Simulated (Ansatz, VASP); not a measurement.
One calculation of Sn, two programs

```
CELL_PARAMETERS angstrom
3.26790 0.00000 0.00000
-1.63395 2.83009 0.00000
0.00000 0.00000 3.07265
ATOMIC_POSITIONS crystal
Sn 0.00000 0.00000 0.50000
```

Alike in both runs: task single point; functional r2SCAN; k mesh 18 × 18 × 18; occupations gaussian, width 0.1 eV; no spin polarisation.

|  | VASP | Ansatz |
| --- | --- | --- |
| version | VASP 6.6.1 | Ansatz 0.2.0 |
| potentials or method | VASP PAW PBE potentials, release 64 (Sn_d), cutoff 520 eV | scalar-relativistic, plane waves, PAW |
| valence electrons in the cell | 14 | 14 |

Ansatz gave:

| Property | Result |
| --- | --- |
| gap on the k mesh at the Fermi level (eV) | none |
| pressure (GPa) | -1.5 |

Q: What did VASP give for the same quantities?

A: gap on the k mesh at the Fermi level (eV): none; pressure (GPa): -1.6.

VASP's potentials were made for PBE, not for r2SCAN. A gap of «none» marks a metal or a gap that the smearing closes. With one functional, cell and mesh, what is left measures potentials, basis and numerics.
